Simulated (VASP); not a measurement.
# SnO2 in VASP: single point with r2SCAN

Aim: the single point of SnO2 with r2SCAN.

Program: VASP 6.6.1. These are calculated values, not measurements. Logs are shortened: lines on timing, memory, paths and dates and some standing lists are left out, and cuts for length are marked.

### 1 The cell of the first run

The typed cell holds 6 atoms: a = 4.761 Å, b = 4.762 Å, c = 3.201 Å, α = 90.00°, β = 90.00°, γ = 92.86°.

### 2 Single point, r2SCAN (strain -0.0500 x Voigt [0, 0, 0, 0, 0, 1])

The input, POSCAR:

```
SnO2
1.0
    4.7598181028     -0.1189954526      0.0000000000
   -0.1190014404      4.7600576175      0.0000000000
    0.0000000000      0.0000000000      3.2007107555
Sn O
2 4
Direct
    0.5000000000      0.5000000000      0.5000000000
    0.0000000000      0.0000000000      0.0000000000
    0.3058623572      0.3059582262      0.0000000000
    0.8058623572      0.1940417738      0.5000000000
    0.1941376428      0.8059582262      0.5000000000
    0.6941376428      0.6940417738      0.0000000000
```

The input, INCAR.step1:

```
  ALGO = Normal
  EDIFF = 1E-4
  ENCUT = 520
  GGA = PE
  ISMEAR = 0
  LASPH = True
  LCHARG = False
  LREAL = False
  LWAVE = True
  NBANDS = 35
  NELM = 60
  PREC = Accurate
  SIGMA = 0.05
```

The input, INCAR.step2:

```
  ALGO = Normal
  EDIFF = 1E-7
  ENCUT = 520
  ISIF = 2
  ISMEAR = 0
  ISTART = 1
  LASPH = True
  LCHARG = True
  LELF = True
  LMIXTAU = True
  LREAL = False
  LVHAR = True
  LWAVE = False
  METAGGA = R2SCAN
  NBANDS = 35
  NELM = 60
  PREC = Accurate
  SIGMA = 0.05
```

The input, KPOINTS:

```
k-points
0
Gamma
  6 6 8
```

Potentials or basis: VASP PAW PBE potentials, release 64 (Sn_d, O).

Command:

```sh
$ cat potpaw_PBE.64/Sn_d/POTCAR potpaw_PBE.64/O/POTCAR > POTCAR
$ cp INCAR.step1 INCAR
$ mpirun -np 1 vasp_std > vasp.out
$ cp INCAR.step2 INCAR
$ mpirun -np 1 vasp_std > vasp.out
```

OUTCAR:

```text
EDIFF = 1E-7
   ENCUT = 520
   ISIF = 2
   ISMEAR = 0
   ISTART = 1
   LASPH = True
   LREAL = False
   METAGGA = R2SCAN
   NELM = 60
   PREC = Accurate

 ion  position               nearest neighbor table
   1  0.500  0.500  0.500-   3 2.05   6 2.05   3 2.05   6 2.05   5 2.11   4 2.11   2 3.65   2 3.65
                             2 3.65   2 3.65
   2  0.000  0.000  0.000-   3 2.01   6 2.01   5 2.09   4 2.09   4 2.09   5 2.09   1 3.65   1 3.65
                             1 3.65   1 3.65
   3  0.306  0.306  0.000-   2 2.01   1 2.05   1 2.05
   4  0.806  0.194  0.500-   2 2.09   2 2.09   1 2.11
   5  0.194  0.806  0.500-   2 2.09   2 2.09   1 2.11
   6  0.694  0.694  0.000-   2 2.01   1 2.05   1 2.05

  LATTYP: Found a simple monoclinic cell.
 ALAT       =     4.7613053136
 B/A-ratio  =     0.6722338822
 C/A-ratio  =     1.0000503201
 COS(beta)  =    -0.0499687695

  Lattice vectors:

 A1 = (   4.7598181028,  -0.1189954526,   0.0000000000)
 A2 = (   0.0000000000,   0.0000000000,  -3.2007107555)
 A3 = (  -0.1190014404,   4.7600576175,   0.0000000000)

Analysis of symmetry for initial positions (statically):
=====================================================================
 Subroutine PRICEL returns:
 Original cell was already a primitive cell.

 Routine SETGRP: Setting up the symmetry group for a
 simple monoclinic supercell.

 Subroutine GETGRP returns: Found  4 space group operations
 (whereof  4 operations were pure point group operations)
 out of a pool of  4 trial point group operations.

The static configuration has the point symmetry C_2h.

Analysis of symmetry for dynamics (positions and initial velocities):
=====================================================================
 Subroutine PRICEL returns:
 Original cell was already a primitive cell.

 Routine SETGRP: Setting up the symmetry group for a
 simple monoclinic supercell.

 Subroutine GETGRP returns: Found  4 space group operations
 (whereof  4 operations were pure point group operations)
 out of a pool of  4 trial point group operations.

The dynamic configuration has the point symmetry C_2h.

 Subroutine INISYM returns: Found  4 space group operations
 (whereof  4 operations are pure point group operations),
 and found     1 'primitive' translations

----------------------------------------------------------------------------------------

                                     Primitive cell

  volume of cell :      72.4732

  direct lattice vectors                    reciprocal lattice vectors
     4.759818103 -0.118995453  0.000000000     0.210223452  0.005255586  0.000000000
    -0.119001440  4.760057618  0.000000000     0.005255322  0.210212874  0.000000000
     0.000000000  0.000000000  3.200710755     0.000000000  0.000000000  0.312430606

  length of vectors
     4.761305314  4.761544903  3.200710755     0.210289136  0.210278555  0.312430606

  position of ions in fractional coordinates (direct lattice)
     0.500000000  0.500000000  0.500000000
     0.000000000  0.000000000  0.000000000
     0.305862357  0.305958226  0.000000000
     0.805862357  0.194041774  0.500000000
     0.194137643  0.805958226  0.500000000
     0.694137643  0.694041774  0.000000000

  ion indices of the primitive-cell ions
   primitive index   ion index
                 1           1
                 2           2
                 3           3
                 4           4
                 5           5
                 6           6

----------------------------------------------------------------------------------------

 KPOINTS: k-points

Automatic generation of k-mesh.
 Grid dimensions read from file:
 generate k-points for:    6    6    8

 Generating k-lattice:

  Cartesian coordinates                     Fractional coordinates (reciprocal lattice)
     0.035037242  0.000875931  0.000000000     0.166666667  0.000000000  0.000000000
     0.000875887  0.035035479  0.000000000    -0.000000000  0.166666667  0.000000000
     0.000000000  0.000000000  0.039053826     0.000000000  0.000000000  0.125000000

  Length of vectors
     0.035048189  0.035046426  0.039053826

  Shift w.r.t. Gamma in fractional coordinates (k-lattice)
     0.000000000  0.000000000  0.000000000

 Subroutine IBZKPT returns following result:
 ===========================================

 Found    100 irreducible k-points:

 Following reciprocal coordinates:
            Coordinates               Weight
  0.000000  0.000000  0.000000      1.000000
  0.166667  0.000000  0.000000      2.000000
  0.333333 -0.000000  0.000000      2.000000
  0.500000  0.000000  0.000000      1.000000
 -0.000000  0.166667  0.000000      2.000000
  0.166667  0.166667  0.000000      2.000000
[... 16 lines left out ...]
  0.333333 -0.000000  0.125000      4.000000
  0.500000  0.000000  0.125000      2.000000
 [... further k-points ...]
   k-points           NKPTS =    100   k-points in BZ     NKDIM =    100   number of bands    NBANDS=     35
   number of dos      NEDOS =    301   number of ions     NIONS =      6
   total plane-waves  NPLWV =  31104
   dimension x,y,z NGX =    36 NGY =   36 NGZ =   24
   dimension x,y,z NGXF=    72 NGYF=   72 NGZF=   48
   ions per type =               2   4
   NGX,Y,Z   is equivalent  to a cutoff of  12.57, 12.57, 12.47 a.u.
   NGXF,Y,Z  is equivalent  to a cutoff of  25.14, 25.14, 24.93 a.u.
 SYSTEM =  unknown system
   PREC   = accura    normal or accurate (medium, high low for compatibility)
   ISTART =      1    job   : 0-new  1-cont  2-samecut
   ICHARG =      0    charge: 1-file 2-atom 10-const
   ISPIN  =      1    spin polarized calculation?
   LNONCOLLINEAR =      F non collinear calculations
   LSORBIT =      F    spin-orbit coupling
   LASPH  =      T    aspherical Exc in radial PAW
   ENCUT  =  520.0 eV  38.22 Ry    6.18 a.u.   8.85  8.85  5.95*2*pi/ulx,y,z
   NELM   =     60;   NELMIN=  2; NELMDL=  0     # of ELM steps
   EDIFF  = 0.1E-06   stopping-criterion for ELM
   LREAL  =      F    real-space projection
   EDIFFG = 0.1E-05   stopping-criterion for IOM
   NSW    =      0    number of steps for IOM
   IBRION =     -1    ionic relax: 0-MD 1-quasi-New 2-CG
   NFREE  =      0    steps in history (QN), initial steepest desc. (CG)
   ISIF   =      2    stress and relaxation
   ISYM   =      2    0-nonsym 1-usesym 2-fastsym
   POTIM  = 0.5000    time-step for ionic-motion
   TEBEG  =    0.0;   TEEND  =   0.0 temperature during run
   PSTRESS=    0.0 pullay stress
   NELECT =      52.0000    total number of electrons
   NUPDOWN=      -1.0000    fix difference up-down
   EMIN   =  10.00;   EMAX   =-10.00  energy-range for DOS
   EFERMI =   0.00;   METHOD = LEGACY
   ISMEAR =     0;   SIGMA  =   0.05  broadening in eV -4-tet -1-fermi 0-gaus
   EFERMI_NEDOS =   21; number of points for ismear=-14 and -15
   IALGO  =     38    algorithm
   IMIX   =      4    mixing-type and parameters
     AMIX     =   0.40;   BMIX     =  1.00
     AMIX_MAG =   1.60;   BMIX_MAG =  1.00
  volume/ion in A,a.u.               =      12.08        81.51
  Fermi-wavevector in a.u.,A,eV,Ry     =   1.465604  2.769591 29.225267  2.147997
  Thomas-Fermi vector in A             =   2.581442
   LORBIT       =      0    0 simple, 1 ext, 2 COOP (PROOUT), +10 PAW based schemes
   METAGGA = R2SCAN    functional components
   LHFCALC =     F    Hartree Fock is set to
   AEXX    =    0.0000 exact exchange contribution
   IVDW    =     0    specifies the selected vdW correction
   LEPSILON=     F    determine dielectric tensor
   LRPA    =     F    only Hartree local field effects (RPA)
 non-spin polarized calculation
 Gauss-broadening in eV      SIGMA  =   0.05
  energy-cutoff  :      520.00
  volume of cell :       72.47
 maximum number of plane-waves:      1978
   NGX = 17   NGY = 17   NGZ = 11

 number of electron      51.9999996 magnetization

 Free energy of the ion-electron system (eV)
  ---------------------------------------------------
  ext. energy  EPLUGINS =         0.00000000
  ---------------------------------------------------
  free energy    TOTEN  =       -84.50977846 eV

  energy without entropy =      -84.50977846  energy(sigma->0) =      -84.50977846

 E-fermi :   5.8499     XC(G=0): -11.9723

 val. band max:        5.5622543446   @ k =   0.0000   0.0000   0.0000
 cond. band min:       7.3516310830   @ k =   0.0000   0.0000   0.0000
 fundamental gap:      1.7893767383
 Fermi energy:         5.8498507276

 k-point     1 :       0.0000    0.0000    0.0000
  band No.  band energies     occupation
      1     -16.2771      2.00000
      2     -15.2594      2.00000
      3     -15.1170      2.00000
      4     -14.9921      2.00000
      5     -14.8911      2.00000
      6     -14.8518      2.00000
[... 27 lines left out ...]
     34      19.0113      0.00000
     35      19.0694      0.00000

 k-point     2 :       0.1667    0.0000    0.0000
  band No.  band energies     occupation
      1     -16.2268      2.00000
      2     -15.3240      2.00000
      3     -15.1155      2.00000
      4     -15.0262      2.00000
      5     -14.8886      2.00000
      6     -14.8620      2.00000
[... 27 lines left out ...]
     34      18.8228      0.00000
     35      18.9852      0.00000

 k-point     3 :       0.3333   -0.0000    0.0000
  band No.  band energies     occupation
      1     -16.0840      2.00000
      2     -15.5365      2.00000
      3     -15.1124      2.00000
      4     -15.0563      2.00000
      5     -14.8835      2.00000
      6     -14.8637      2.00000
[... 27 lines left out ...]
     34      18.5628      0.00000
     35      18.9290      0.00000
[... 723 lines left out ...]
 k-point    23 :       0.3333   -0.0000    0.1250
  band No.  band energies     occupation
      1     -16.0200      2.00000
      2     -15.5862      2.00000
      3     -15.1962      2.00000
      4     -15.0930      2.00000
      5     -14.9178      2.00000
      6     -14.8790      2.00000
[... 27 lines left out ...]
     34      18.6351      0.00000
     35      18.9204      0.00000

 k-point    24 :       0.5000    0.0000    0.1250
  band No.  band energies     occupation
      1     -15.8465      2.00000
      2     -15.7920      2.00000
      3     -15.1999      2.00000
      4     -15.1002      2.00000
      5     -14.9145      2.00000
      6     -14.8760      2.00000
[... 27 lines left out ...]
     34      19.0024      0.00000
     35      19.0168      0.00000

 [... further k-points ...]

------------------------ aborting loop because EDIFF is reached ----------------------------------------

  FORCE on cell =-STRESS in cart. coord.  units (eV):
  Direction    XX          YY          ZZ          XY          YZ          ZX
  --------------------------------------------------------------------------------------
  -------------------------------------------------------------------------------------
  Total        0.7794122      0.7794130      0.8597035      4.7817309      0.0000000      0.0000000
  in kB       17.2305962     17.2306146     19.0056087    105.7105260      0.0000000      0.0000000
  external PRESSURE =      17.8222732 kB  Pullay stress =       0.0000000 kB

 VOLUME and BASIS-vectors are now :
 -----------------------------------------------------------------------------
  energy-cutoff  :      520.00
  volume of cell :       72.47
      direct lattice vectors                 reciprocal lattice vectors
     4.759818103 -0.118995453  0.000000000     0.210223452  0.005255586  0.000000000
    -0.119001440  4.760057618  0.000000000     0.005255322  0.210212874  0.000000000
     0.000000000  0.000000000  3.200710755     0.000000000  0.000000000  0.312430606

 POSITION                                       TOTAL-FORCE (eV/Angst)
 -----------------------------------------------------------------------------------
      2.32041      2.32053      1.60036        -0.000000      0.000000      0.000000
      0.00000      0.00000      0.00000        -0.000000      0.000000      0.000000
      1.41944      1.41998      0.00000         0.137279      0.137223     -0.000000
      3.81267      0.82776      1.60036        -0.095485      0.095959      0.000000
      0.82815      3.81331      1.60036         0.095485     -0.095959      0.000000
      3.22138      3.22108      0.00000        -0.137279     -0.137223      0.000000
 -----------------------------------------------------------------------------------
    total drift:                                0.000000      0.000000      0.000000

  FREE ENERGIE OF THE ION-ELECTRON SYSTEM (eV)
  ---------------------------------------------------
  free  energy   TOTEN  =       -84.5097784635 eV

  energy  without entropy=      -84.5097784635  energy(sigma->0) =      -84.50977846
```

It took 4.7 min on 1 thread of Intel Xeon 6975P-C (Granite Rapids), shared host; peak memory 0.32 GiB.

What came out:

| Quantity | Value |
| --- | --- |
| Free energy | -84.5098 eV |
| Pressure | 1.8 GPa |
| Largest force | 0.194 eV/Å |
| Band gap on the k mesh | 1.79 eV, direct |

Forces on the atoms (eV/Å):
```
Sn   0.000  0.000  0.000
Sn   0.000  0.000  0.000
O    0.137  0.137  0.000
O   -0.095  0.096  0.000
O    0.095 -0.096  0.000
O   -0.137 -0.137  0.000
```

Caveat: the cell differs from its parent crystal (strain -0.0500 x Voigt [0, 0, 0, 0, 0, 1]); the PAW data sets were made with another functional, which shifts forces and pressure a little; spin-orbit coupling is left out, which moves the levels of the heavy elements.
